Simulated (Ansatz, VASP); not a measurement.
## W: VASP beside Ansatz

```
CELL_PARAMETERS angstrom
-1.63953 1.63953 1.61566
1.63953 -1.63953 1.61566
1.63953 1.63953 -1.61566
ATOMIC_POSITIONS crystal
W 0.00000 0.00000 0.00000
```

Change from the starting cell: strain +0.030 along x and y, +0.015 along z, atoms carried along.

Alike in both runs: task single point; functional PBE; k mesh 26 × 26 × 26; occupations gaussian, width 0.15 eV; no spin polarisation.

```csv
,VASP,Ansatz
version,VASP 6.6.1,Ansatz 0.2.0
potentials or method,"VASP PAW PBE potentials, release 64 (W_sv), cutoff 520 eV","scalar-relativistic, plane waves, PAW"
valence electrons in the cell,14,14
```

```csv
,VASP,Ansatz,Ansatz less VASP
gap on the k mesh at the Fermi level (eV),none,none,-
pressure (GPa),-18.9,-19.1,-0.26
"traceless stress, the component that is largest in VASP (GPa)",2.54,2.54,0.000
```

A gap of «none» marks a metal or a gap that the smearing closes. The functional is the same, so the differences come from potentials, cutoffs and numerics.

Spin-orbit coupling is off throughout.
